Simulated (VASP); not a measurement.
## In: single point with revPBE+D4

The system is In.

```
CELL_PARAMETERS angstrom
-1.67348 1.67348 2.34108
1.67348 -1.67348 2.34108
1.67348 1.67348 -2.34108
ATOMIC_POSITIONS crystal
In 0.00000 0.00000 0.00000
```

| Item | Value |
| --- | --- |
| Program | VASP 6.6.1 |
| Task | single point |
| Functional | revPBE |
| Dispersion | D4 |
| Potentials or basis | VASP PAW PBE potentials, release 64 (In_d) |
| Cutoff | 520 eV |
| k mesh | 11 × 11 × 11 |
| Occupations | fermi-dirac, width 0.05 eV |
| Spin | no spin polarisation |

```json
{"Pressure": "0.0 GPa", "Dispersion energy per atom": "-0.506 eV"}
```

Levels at points of the mesh, in eV from the Fermi level:
| k point | band 3 | band 4 | band 5 | band 6 | band 7 | band 8 | band 9 | band 10 |
| --- | --- | --- | --- | --- | --- | --- | --- | --- |
| (0.00, 0.00, 0.00) | -14.70 | -14.55 | -14.53 | -9.55 | 10.54 | 10.57 | 10.57 | 11.44 |

Wall time 26 s on 1 thread of Intel(R) Xeon(R) 6975P-C (Granite Rapids), on a shared host, peak memory 0.17 GiB.

Caveat: the PAW data sets were made with another functional, which shifts forces and pressure a little; spin-orbit coupling is left out, which moves the levels of the heavy elements; pairwise dispersion overbinds metals, which lowers pressure and volume.
